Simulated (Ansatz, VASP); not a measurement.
B3N2: VASP beside Ansatz

```
B N
1.0
     2.47412    0.00000    0.00000
    -1.23706    2.14265    0.00000
     0.00000    0.00000   11.48149
B N
3 2
Direct
  0.00000 0.00000 0.00000
  0.33333 0.66667 0.66936
  0.66667 0.33333 0.33064
  0.33333 0.66667 0.33075
  0.66667 0.33333 0.66925
```

Alike in both runs: functional PBE; k mesh 6 × 6 × 4; occupations gaussian, width 0.1 eV; no spin polarisation.

Ansatz relaxed the structure, and its values are those at the end. VASP's run is a single point on that final structure, the one shown.

|  | VASP | Ansatz |
| --- | --- | --- |
| version | VASP 6.6.1 | Ansatz 0.2.0 |
| potentials or method | VASP PAW PBE potentials, release 64 (B, N), cutoff 600 eV | scalar-relativistic, plane waves, PAW |
| valence electrons in the cell | 19 | 19 |

Ansatz gave:

- gap on the k mesh at the Fermi level (eV): none
- pressure (GPa): 0.1

Q: Estimate VASP's values.

A: gap on the k mesh at the Fermi level (eV): none; pressure (GPa): 0.0.

A gap of «none» marks a metal or a gap that the smearing closes. The functional is the same, so the differences come from potentials, cutoffs and numerics.

The k mesh is coarse, so the values compare programs but aren't converged.
